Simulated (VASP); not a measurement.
# Ga2SnO3 (P-3m1) in VASP: further runs

The runs below take Ga2SnO3 through single point, relaxation of cell and atoms, with PBE.

All numbers are computed with VASP 6.6.1; they aren't measurements. Logs are shortened: lines on timing, memory, paths and dates and some standing lists are left out, and cuts for length are marked.

### 1 The cell of the first run

The structure is trigonal, space group P-3m1 (No. 164). The conventional cell has a = 3.337 Å, b = 3.337 Å, c = 8.518 Å, α = 90.00°, β = 90.00°, γ = 120.00°. Within 3.1 Å of Ga (site symmetry 3m) lie 6 O at 2.38 to 2.41 Å. Sn (site symmetry -3m) has 6 O at 2.38 Å within 3.2 Å. Within 3.2 Å of O (site symmetry 3m) lie 3 Sn at 2.38 Å and 3 Ga at 2.41 Å. Within 3.1 Å of O (site symmetry -3m) lie 6 Ga at 2.38 Å.

The cell was generated, and may not be a known phase.

### 2 Single point, PBE

INCAR reads:

```
ALGO = Normal
EDIFF = 1E-6
ENCUT = 520
GGA = PE
ISIF = 2
ISMEAR = 0
LASPH = T
LCHARG = T
LELF = T
LREAL = F
LVHAR = T
LWAVE = F
NBANDS = 38
NELM = 100
PREC = Accurate
SIGMA = 0.1
```

KPOINTS reads:

```
k-points
0
Gamma
  6 6 2
```

POSCAR reads:

```
Ga2SnO3
1.0
    3.3368330600      0.0000000000      0.0000000000
   -1.6684165300      2.8897822000      0.0000000000
    0.0000000000      0.0000000000      8.5178495400
Ga Sn O
2 1 3
Direct
    0.3333333300      0.6666666700      0.1647000000
    0.6666666700      0.3333333300      0.8353000000
    0.0000000000      0.0000000000      0.5000000000
    0.3333333300      0.6666666700      0.6650000200
    0.6666666700      0.3333333300      0.3349999800
    0.0000000000      0.0000000000      0.0000000000
```

Potentials or basis: VASP PAW PBE potentials, release 64 (Ga_d, Sn_d, O).

On the command line:

```
$ cat potpaw_PBE.64/Ga_d/POTCAR potpaw_PBE.64/Sn_d/POTCAR potpaw_PBE.64/O/POTCAR > POTCAR
$ mpirun -np 1 vasp_std > vasp.out
```

OUTCAR:

```text
EDIFF = 1E-6
   ENCUT = 520
   GGA = PE
   ISIF = 2
   ISMEAR = 0
   LASPH = T
   LREAL = F
   NELM = 100
   PREC = Accurate

 ion  position               nearest neighbor table
   1  0.333  0.667  0.165-   6 2.38   6 2.38   6 2.38   5 2.41   5 2.41   5 2.41
   2  0.667  0.333  0.835-   6 2.38   6 2.38   6 2.38   4 2.41   4 2.41   4 2.41
   3  0.000  0.000  0.500-   4 2.38   5 2.38   5 2.38   4 2.38   5 2.38   4 2.38
   4  0.333  0.667  0.665-   3 2.38   3 2.38   3 2.38   2 2.41   2 2.41   2 2.41
   5  0.667  0.333  0.335-   3 2.38   3 2.38   3 2.38   1 2.41   1 2.41   1 2.41
   6  0.000  0.000  0.000-   1 2.38   2 2.38   2 2.38   1 2.38   2 2.38   1 2.38

  LATTYP: Found a hexagonal cell.
 ALAT       =     3.3368330600
 C/A-ratio  =     2.5526747628

  Lattice vectors:

 A1 = (   3.3368330600,   0.0000000000,   0.0000000000)
 A2 = (  -1.6684165300,   2.8897822000,   0.0000000000)
 A3 = (   0.0000000000,   0.0000000000,   8.5178495400)

Analysis of symmetry for initial positions (statically):
=====================================================================
 Subroutine PRICEL returns:
 Original cell was already a primitive cell.

 Routine SETGRP: Setting up the symmetry group for a
 hexagonal supercell.

 Subroutine GETGRP returns: Found 12 space group operations
 (whereof 12 operations were pure point group operations)
 out of a pool of 24 trial point group operations.

The static configuration has the point symmetry D_3d.

Analysis of symmetry for dynamics (positions and initial velocities):
=====================================================================
 Subroutine PRICEL returns:
 Original cell was already a primitive cell.

 Routine SETGRP: Setting up the symmetry group for a
 hexagonal supercell.

 Subroutine GETGRP returns: Found 12 space group operations
 (whereof 12 operations were pure point group operations)
 out of a pool of 24 trial point group operations.

The dynamic configuration has the point symmetry D_3d.

 Subroutine INISYM returns: Found 12 space group operations
 (whereof 12 operations are pure point group operations),
 and found     1 'primitive' translations

----------------------------------------------------------------------------------------

                                     Primitive cell

  volume of cell :      82.1352

  direct lattice vectors                    reciprocal lattice vectors
     3.336833060  0.000000000  0.000000000     0.299685355  0.173023420  0.000000000
[... 86 lines left out ...]
   NSW    =      0    number of steps for IOM
   IBRION =     -1    ionic relax: 0-MD 1-quasi-New 2-CG
   NFREE  =      0    steps in history (QN), initial steepest desc. (CG)
   ISIF   =      2    stress and relaxation
   ISYM   =      2    0-nonsym 1-usesym 2-fastsym
   POTIM  = 0.5000    time-step for ionic-motion
   TEBEG  =    0.0;   TEEND  =   0.0 temperature during run
   PSTRESS=    0.0 pullay stress
   NELECT =      58.0000    total number of electrons
   NUPDOWN=      -1.0000    fix difference up-down
   EMIN   =  10.00;   EMAX   =-10.00  energy-range for DOS
   EFERMI =   0.00;   METHOD = LEGACY
   ISMEAR =     0;   SIGMA  =   0.10  broadening in eV -4-tet -1-fermi 0-gaus
   EFERMI_NEDOS =   21; number of points for ismear=-14 and -15
   IALGO  =     38    algorithm
   IMIX   =      4    mixing-type and parameters
     AMIX     =   0.40;   BMIX     =  1.00
     AMIX_MAG =   1.60;   BMIX_MAG =  1.00
  volume/ion in A,a.u.               =      13.69        92.38
  Fermi-wavevector in a.u.,A,eV,Ry     =   1.457833  2.754904 28.916132  2.125276
  Thomas-Fermi vector in A             =   2.574588
   LORBIT       =      0    0 simple, 1 ext, 2 COOP (PROOUT), +10 PAW based schemes
   GGA     = PE    functional components
   LHFCALC =     F    Hartree Fock is set to
   AEXX    =    0.0000 exact exchange contribution
   IVDW    =     0    specifies the selected vdW correction
   LEPSILON=     F    determine dielectric tensor
   LRPA    =     F    only Hartree local field effects (RPA)
 non-spin polarized calculation
 Gauss-broadening in eV      SIGMA  =   0.10
  energy-cutoff  :      520.00
  volume of cell :       82.14
 maximum number of plane-waves:      2240
 NGX is ok and might be reduce to    28
   NGX = 13   NGY = 13   NGZ = 31

 number of electron      57.9999996 magnetization

 Free energy of the ion-electron system (eV)
  ---------------------------------------------------
  ext. energy  EPLUGINS =         0.00000000
  ---------------------------------------------------
  free energy    TOTEN  =       -29.01061784 eV

  energy without entropy =      -29.00297958  energy(sigma->0) =      -29.00679871

 E-fermi :   6.8431     XC(G=0): -11.2186

 val. band max:        6.7272354552   @ k =   0.1667   0.1667   0.0000
 cond. band min:       6.8624851810   @ k =   0.5000   0.0000   0.5000
 fundamental gap:      0.1352497258
 Fermi energy:         6.8431461907

 k-point     1 :       0.0000    0.0000    0.0000
  band No.  band energies     occupation
      1     -15.1874      2.00000
      2     -15.1874      2.00000
      3     -15.1790      2.00000
      4     -15.0623      2.00000
      5     -15.0623      2.00000
      6     -12.9644      2.00000
[... 563 lines left out ...]
     37      12.5076      0.00000
     38      13.0567      0.00000

------------------------ aborting loop because EDIFF is reached ----------------------------------------

  FORCE on cell =-STRESS in cart. coord.  units (eV):
  Direction    XX          YY          ZZ          XY          YZ          ZX
  --------------------------------------------------------------------------------------
  -------------------------------------------------------------------------------------
  Total        1.7526890      1.7526890     -0.0625096      0.0000000      0.0000000      0.0000000
  in kB       34.1889589     34.1889589     -1.2193488      0.0000000      0.0000000      0.0000000
  external PRESSURE =      22.3861896 kB  Pullay stress =       0.0000000 kB

 VOLUME and BASIS-vectors are now :
 -----------------------------------------------------------------------------
  energy-cutoff  :      520.00
  volume of cell :       82.14
      direct lattice vectors                 reciprocal lattice vectors
     3.336833060  0.000000000  0.000000000     0.299685355  0.173023420  0.000000000
    -1.668416530  2.889782200  0.000000000     0.000000000  0.346046840  0.000000000
     0.000000000  0.000000000  8.517849540     0.000000000  0.000000000  0.117400524

 POSITION                                       TOTAL-FORCE (eV/Angst)
 -----------------------------------------------------------------------------------
     -0.00000      1.92652      1.40289         0.000000      0.000000     -0.814432
      1.66842      0.96326      7.11496        -0.000000      0.000000      0.814432
      0.00000      0.00000      4.25892        -0.000000      0.000000      0.000000
     -0.00000      1.92652      5.66437         0.000000      0.000000      0.410983
      1.66842      0.96326      2.85348        -0.000000      0.000000     -0.410983
      0.00000      0.00000      0.00000        -0.000000      0.000000      0.000000
 -----------------------------------------------------------------------------------
    total drift:                               -0.000000      0.000000      0.000000

  FREE ENERGIE OF THE ION-ELECTRON SYSTEM (eV)
  ---------------------------------------------------
  free  energy   TOTEN  =       -29.0106178442 eV

  energy  without entropy=      -29.0029795799  energy(sigma->0) =      -29.00679871
```

OSZICAR:

```text
N       E                     dE             d eps       ncg     rms          rms(c)
DAV:   1     0.615413753202E+03    0.61541E+03   -0.27697E+04  1194   0.263E+03
DAV:   2     0.793367229502E+02   -0.53608E+03   -0.50998E+03  1102   0.642E+02
DAV:   3    -0.259783460489E+02   -0.10532E+03   -0.10124E+03  1218   0.205E+02
DAV:   4    -0.332082567275E+02   -0.72299E+01   -0.70973E+01  1250   0.556E+01
DAV:   5    -0.334139326097E+02   -0.20568E+00   -0.20505E+00  1332   0.990E+00    0.123E+01
DAV:   6    -0.293570238545E+02    0.40569E+01   -0.19740E+01  1540   0.410E+01    0.611E+00
DAV:   7    -0.290480568365E+02    0.30897E+00   -0.22280E+00  1222   0.103E+01    0.245E+00
DAV:   8    -0.290182253155E+02    0.29832E-01   -0.39362E-01  1322   0.364E+00    0.624E-01
DAV:   9    -0.290100841156E+02    0.81412E-02   -0.38357E-02  1600   0.143E+00    0.224E-01
DAV:  10    -0.290101879193E+02   -0.10380E-03   -0.73529E-03  1292   0.467E-01    0.127E-01
DAV:  11    -0.290106556051E+02   -0.46769E-03   -0.19015E-03  1422   0.313E-01    0.491E-02
DAV:  12    -0.290106283067E+02    0.27298E-04   -0.14480E-04  1344   0.892E-02    0.278E-02
DAV:  13    -0.290106171298E+02    0.11177E-04   -0.88059E-05  1456   0.576E-02    0.626E-03
DAV:  14    -0.290106180783E+02   -0.94857E-06   -0.10763E-05  1066   0.178E-02    0.615E-03
DAV:  15    -0.290106178442E+02    0.23414E-06   -0.81962E-07   862   0.660E-03
   1 F= -.29010618E+02 E0= -.29006799E+02  d E =-.763826E-02
```

It took 25 s on 1 thread of Intel Xeon 6975P-C (Granite Rapids), shared host; peak memory 0.23 GiB.

Results:

```
Free energy            : -29.0106 eV
Pressure               : 2.2 GPa
Largest force          : 0.814 eV/Å
Band gap on the k mesh : zero (bands 29 and 30 overlap by 1.02 eV)
```

Forces on the atoms (eV/Å):
```
Ga   0.000  0.000 -0.814
Ga   0.000  0.000  0.814
Sn   0.000  0.000  0.000
O    0.000  0.000  0.411
O    0.000  0.000 -0.411
O    0.000  0.000  0.000
```

Stress tensor (GPa, compression positive):
```
 3.42  0.00  0.00
 0.00  3.42  0.00
 0.00  0.00 -0.12
```

Caveat: the k points lie up to 0.37 Å⁻¹ apart, too coarse for converged energies and pressures of a metal; spin-orbit coupling is left out, which moves the levels of the heavy elements.

### 3 Single point, PBE

This run uses another cell than the first one, of 16.44 Å³/atom.

INCAR reads:

```
SYSTEM = Ga2SnO3
ALGO = Normal
EDIFF = 1E-7
ENCUT = 520
GGA = PE
ISIF = 2
ISMEAR = 0
LASPH = .TRUE.
LCHARG = .TRUE.
LELF = .TRUE.
LREAL = .FALSE.
LVHAR = .TRUE.
LWAVE = .FALSE.
NBANDS = 38
NELM = 60
PREC = Accurate
SIGMA = 0.1
```

KPOINTS reads:

```
k-points
0
G
  6 6 2
  0 0 0
```

POSCAR reads:

```
Ga2SnO3
1.0
    3.0470121991      0.0000000000      0.0000000000
   -1.5235060996      2.6387899701      0.0000000000
    0.0000000000      0.0000000000     12.2691952784
Ga Sn O
2 1 3
Direct
    0.3333333333      0.6666666667      0.1150103105
    0.6666666667      0.3333333333      0.8849896895
    0.0000000000      0.0000000000      0.5000000000
    0.3333333333      0.6666666667      0.8244463882
    0.6666666667      0.3333333333      0.1755536118
    0.0000000000      0.0000000000      0.0000000000
```

Potentials or basis: VASP PAW PBE potentials, release 64 (Ga_d, Sn_d, O).

On the command line:

```
$ cat potpaw_PBE.64/Ga_d/POTCAR potpaw_PBE.64/Sn_d/POTCAR potpaw_PBE.64/O/POTCAR > POTCAR
$ mpirun -np 1 vasp_std > vasp.out
```

It took 32 s on 1 thread of Intel Xeon 6975P-C (Granite Rapids), shared host; peak memory 0.24 GiB.

It converged, with:

```
Free energy            : -32.4134 eV
Pressure               : 0.4 GPa
Largest force          : 0.033 eV/Å
Band gap on the k mesh : zero (bands 29 and 30 overlap by 1.91 eV)
```

Forces in eV/Å, atoms in the order of the input:
```
Ga   0.000  0.000  0.007
Ga   0.000  0.000 -0.007
Sn   0.000  0.000  0.000
O    0.000  0.000 -0.033
O    0.000  0.000  0.033
O    0.000  0.000  0.000
```

Stress tensor (GPa, compression positive):
```
0.47 0.00 0.00
0.00 0.47 0.00
0.00 0.00 0.39
```

Levels at points of the mesh, in eV from the Fermi level:
| k point | band 26 | band 27 | band 28 | band 29 | band 30 | band 31 | band 32 | band 33 |
| --- | --- | --- | --- | --- | --- | --- | --- | --- |
| (0.00, 0.00, 0.00) | -3.57 | -3.57 | -3.49 | -2.21 | -0.34 | 2.02 | 3.34 | 4.95 |
| (0.50, 0.00, 0.00) | -4.30 | -4.09 | -3.42 | -3.13 | 1.47 | 1.86 | 4.31 | 4.37 |
| (0.00, 0.00, 0.50) | -3.57 | -3.57 | -3.30 | -2.48 | -0.13 | 1.82 | 3.48 | 4.87 |
| (0.50, 0.00, 0.50) | -4.35 | -4.04 | -3.42 | -3.15 | 1.39 | 1.96 | 4.25 | 4.60 |

Caveat: the k points lie up to 0.40 Å⁻¹ apart, too coarse for converged energies and pressures of a metal; spin-orbit coupling is left out, which moves the levels of the heavy elements.

### 4 Relaxation of cell and atoms, PBE

INCAR reads:

```
SYSTEM = Ga2SnO3
PREC     = Accurate       ! precision mode
ENCUT    = 600            ! plane-wave cutoff, eV
EDIFF    = 1E-7           ! SCF threshold, eV
ISMEAR   = 0              ! smearing method
SIGMA    = 0.1            ! smearing width, eV
LREAL    = .False.        ! projectors in reciprocal space
LASPH    = .True.         ! aspherical terms in the spheres
NELM     = 100            ! most SCF steps
ALGO     = Normal         ! electronic algorithm
ISIF     = 3              ! what is computed and relaxed
LWAVE    = .False.        ! write WAVECAR
LCHARG   = .False.        ! write CHGCAR
GGA      = PE             ! functional
IBRION   = 2              ! ionic algorithm
NSW      = 90             ! ionic steps
EDIFFG   = -0.04          ! ionic threshold
```

KPOINTS reads:

```
regular mesh
0
Gamma
  6 6 2
  0 0 0
```

POSCAR reads:

```
Ga2SnO3
1.0
    3.3368330600      0.0000000000      0.0000000000
   -1.6684165300      2.8897822000      0.0000000000
    0.0000000000      0.0000000000      8.5178495400
Ga Sn O
2 1 3
Direct
    0.3333333300      0.6666666700      0.1647000000
    0.6666666700      0.3333333300      0.8353000000
    0.0000000000      0.0000000000      0.5000000000
    0.3333333300      0.6666666700      0.6650000200
    0.6666666700      0.3333333300      0.3349999800
    0.0000000000      0.0000000000      0.0000000000
```

On the command line:

```
$ cat potpaw_PBE.64/Ga_d/POTCAR potpaw_PBE.64/Sn_d/POTCAR potpaw_PBE.64/O/POTCAR > POTCAR
$ mpirun -np 1 vasp_std > vasp.out
```

Wall time 15 min (1 thread of Intel Xeon 6975P-C (Granite Rapids), shared host); peak memory 0.26 GiB.

It converged, with:

- Free energy: -32.2777 eV
- Relaxed volume: 14.72 Å³/atom
- Relaxed cell: a = 3.064 Å, b = 3.064 Å, c = 10.862 Å, α = 90.00°, β = 90.00°, γ = 120.00°
- Space group after relaxing (to 0.1 Å): P-3m1 (No. 164)
- Energy gained by relaxing: 543.8 meV/atom
- Ionic steps: 43
- Pressure after relaxing: -0.1 GPa
- Largest force after relaxing: 0.028 eV/Å
- Band gap on the k mesh: zero (bands 29 and 30 overlap by 1.82 eV)

Forces on the atoms (eV/Å):
```
Ga   0.000  0.000 -0.002
Ga   0.000  0.000  0.002
Sn   0.000  0.000  0.000
O    0.000  0.000  0.028
O    0.000  0.000 -0.028
O    0.000  0.000  0.000
```

Stress tensor (GPa, compression positive):
```
-0.24  0.00  0.00
 0.00 -0.24  0.00
 0.00  0.00  0.16
```

The path:
```csv
step,energy change (eV),largest force (eV/Å),pressure (GPa),volume (Å³)
1,0.0000,0.8144,2.16,82.14
3,-0.1014,0.2331,-2.61,85.73
5,-0.1508,0.3066,0.38,82.99
7,-0.2185,0.4097,-1.03,82.64
9,-0.2342,0.3007,-1.53,82.43
11,-0.2616,0.1667,-0.58,81.25
13,-0.3046,0.4252,0.63,79.17
15,-1.2317,1.2461,1.30,76.10
17,-1.8195,0.8485,8.54,73.24
19,-1.8389,0.9773,9.40,73.03
21,-1.8988,1.2279,10.40,73.11
23,-2.1892,1.1560,6.26,75.37
25,-2.7593,0.8711,-4.91,84.53
27,-2.9447,0.6056,-4.99,85.80
29,-3.0865,0.6510,-0.71,83.62
31,-3.1360,0.2639,3.08,81.95
33,-3.1807,0.2378,1.63,83.64
35,-3.1938,0.2208,0.42,85.24
37,-3.2506,0.1565,-1.06,87.90
39,-3.2588,0.0815,0.80,87.78
41,-3.2621,0.0467,0.12,88.05
43,-3.2626,0.0282,-0.11,88.29
```

Final structure:
```
Ga Sn O
1.0
     3.06368    0.00000    0.00000
    -1.53184    2.65322    0.00000
     0.00000    0.00000   10.86181
Ga Sn O
2 1 3
Direct
  0.33333 0.66667 0.12923
  0.66667 0.33333 0.87077
  0.00000 0.00000 0.50000
  0.33333 0.66667 0.80300
  0.66667 0.33333 0.19700
  0.00000 0.00000 0.00000
```

Levels at points of the mesh, in eV from the Fermi level:
| k point | band 27 | band 28 | band 29 | band 30 | band 31 | band 32 |
| --- | --- | --- | --- | --- | --- | --- |
| (0.00, 0.00, 0.00) | -4.13 | -4.13 | -1.81 | -0.91 | 1.65 | 2.79 |
| (0.50, 0.00, 0.00) | -4.18 | -3.95 | -3.48 | 0.90 | 1.71 | 3.68 |
| (0.00, 0.00, 0.50) | -4.13 | -3.79 | -2.57 | -0.21 | 1.25 | 2.93 |
| (0.50, 0.00, 0.50) | -3.95 | -3.89 | -3.68 | 0.72 | 1.96 | 3.59 |

Caveat: the k points lie up to 0.39 Å⁻¹ apart in the final cell, too coarse for converged energies and pressures of a metal; a cell axis changed by over 15 % at a fixed basis, so the end point is rough; spin-orbit coupling is left out, which moves the levels of the heavy elements.

(Part 1 of 2 ends here.)

The gap in the log of VASP goes by the Fermi energy; the results here count the filled bands.